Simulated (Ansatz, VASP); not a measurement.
**Two plane-wave programs on CdS**

Contents of INCAR:

```
ALGO = Normal ; EDIFF = 1E-6
ENCUT = 500 ; GGA = PS
GGA_COMPAT = False ; ISIF = 2
ISMEAR = 0 ; LASPH = True
LCHARG = True ; LELF = True
LREAL = False ; LVHAR = True
LWAVE = False ; NBANDS = 26
NELM = 120 ; PREC = Accurate
SIGMA = 0.01
```

File KPOINTS:

```
k-points
0
Gamma
  6 6 4
```

The input POSCAR:

```
CdS
1.0
    4.0837903320      0.0000000000      0.0000000000
   -2.0418951660      3.5366661713      0.0000000000
    0.0000000000      0.0000000000      6.6410264451
Cd S
2 2
Direct
    0.3333333333      0.6666666667      0.0001902215
    0.6666666667      0.3333333333      0.5001902215
    0.3333333333      0.6666666667      0.3768097785
    0.6666666667      0.3333333333      0.8768097785
```

Input for Ansatz:

```yaml
crystal:
  lattice:
    - [4.0837903349, 0.0, 0.0]
    - [-2.0418951674, 3.5366661737, 0.0]
    - [0.0, 0.0, 6.6410264527]
  atoms:
    - { symbol: Cd, position: [0.3333333333, 0.6666666667, 0.0001902212] }
    - { symbol: Cd, position: [0.6666666667, 0.3333333333, 0.5001902212] }
    - { symbol: S, position: [0.3333333333, 0.6666666667, 0.3768097788] }
    - { symbol: S, position: [0.6666666667, 0.3333333333, 0.8768097788] }
basis:
  ecutwfc: 600.0
kpoints:
  mp_grid: { grid: [6, 6, 4] }
  band_path:
    path:
      - [0.0, 0.0, 0.0]
      - [0.0, 0.0, 0.0]
      - [0.0, 0.0, 0.0]
      - [0.0, 0.0, 0.0]
      - [0.0, 0.0, 0.0]
      - [0.0, 0.0, 0.0]
      - [0.0, 0.0, 0.0]
      - [0.0, 0.0, 0.0]
      - [0.0, 0.0, 0.0]
      - [0.0, 0.0, 0.0]
      - [0.0, 0.0, 0.0]
      - [0.0, 0.0, 0.0]
      - [0.0, 0.0, 0.0]
      - [0.0, 0.0, 0.0]
      - [0.0, 0.0, 0.0]
      - [0.0, 0.0, 0.0]
      - [0.0, 0.0, 0.0]
      - [0.0, 0.0, 0.0]
      - [0.0, 0.0, 0.0]
      - [0.0, 0.0, 0.0]
      - [0.0, 0.0, 0.0]
      - [0.0, 0.0, 0.0]
      - [0.0, 0.0, 0.0]
      - [0.0, 0.0, 0.0]
      - [0.0, 0.0, 0.0]
      - [0.0, 0.0, 0.0]
      - [0.3, 0.0, 0.0]
      - [0.3166666667, 0.0, 0.0]
      - [0.3333333333, 0.0, 0.0]
      - [0.35, 0.0, 0.0]
      - [0.3666666667, 0.0, 0.0]
      - [0.3833333333, 0.0, 0.0]
      - [0.4, 0.0, 0.0]
      - [0.4166666667, 0.0, 0.0]
      - [0.4333333333, 0.0, 0.0]
      - [0.45, 0.0, 0.0]
      - [0.4666666667, 0.0, 0.0]
      - [0.4833333333, 0.0, 0.0]
      - [0.5, 0.0, 0.0]
      - [0.5, 0.0, 0.0]
      - [0.5, 0.0, 0.0416666667]
      - [0.5, 0.0, 0.0833333333]
      - [0.5, 0.0, 0.125]
      - [0.5, 0.0, 0.1666666667]
      - [0.5, 0.0, 0.2083333333]
      - [0.5, 0.0, 0.25]
      - [0.5, 0.0, 0.2916666667]
      - [0.5, 0.0, 0.3333333333]
      - [0.5, 0.0, 0.375]
      - [0.5, 0.0, 0.4166666667]
      - [0.5, 0.0, 0.4583333333]
      - [0.5, 0.0, 0.5]
      - [0.3333333333, 0.3333333333, 0.0]
      - [0.3333333333, 0.3333333333, 0.0]
      - [0.3333333333, 0.3333333333, 0.0]
      - [0.3333333333, 0.3333333333, 0.0]
      - [0.3333333333, 0.3333333333, 0.0]
      - [0.3333333333, 0.3333333333, 0.0]
      - [0.3333333333, 0.3333333333, 0.0]
      - [0.3333333333, 0.3333333333, 0.0]
      - [0.3333333333, 0.3333333333, 0.0]
      - [0.3333333333, 0.3333333333, 0.0]
      - [0.3333333333, 0.3333333333, 0.0]
      - [0.3333333333, 0.3333333333, 0.0]
      - [0.3333333333, 0.3333333333, 0.0]
      - [0.0, 0.0, 0.5]
      - [0.0, 0.0, 0.5]
      - [0.0, 0.0, 0.5]
      - [0.0, 0.0, 0.5]
      - [0.0, 0.0, 0.5]
      - [0.0, 0.0, 0.5]
      - [0.0, 0.0, 0.5]
      - [0.0, 0.0, 0.5]
      - [0.0, 0.0, 0.5]
      - [0.0, 0.0, 0.5]
      - [0.0, 0.0, 0.5]
      - [0.0, 0.0, 0.5]
      - [0.0, 0.0, 0.5]
    npoints: 1
hamiltonian:
  xc: pbesol
  pseudopotentials: { kind: paw, azcp: { folder: soft_1 } }
scf:
  occupations: { method: fixed }
  n_extra_bands: 6
output:
  eigenvalues: true
```

Alike in both runs: task single point; functional PBEsol; k mesh 6 × 6 × 4; no spin polarisation.

|  | VASP | Ansatz |
| --- | --- | --- |
| version | VASP 6.6.1 | Ansatz 0.2.0 |
| potentials or method | VASP PAW PBE potentials, release 64 (Cd, S), cutoff 500 eV | scalar-relativistic, plane waves, PAW |
| occupations | gaussian, width 0.01 eV | fixed |
| valence electrons in the cell | 36 | 52 |

|  | VASP | Ansatz | Ansatz less VASP |
| --- | --- | --- | --- |
| gap on the k mesh at the Fermi level (eV) | 1.16 | 1.16 | -0.007 |
| least direct gap on the mesh (eV) | 1.16 | 1.16 | -0.007 |

VASP's potentials were made for PBE, not for PBEsol, and Ansatz warns of the same on its side. VASP's potentials hold 36 valence electrons a cell and Ansatz's 52, so a difference there can come from the potentials and not from the codes.
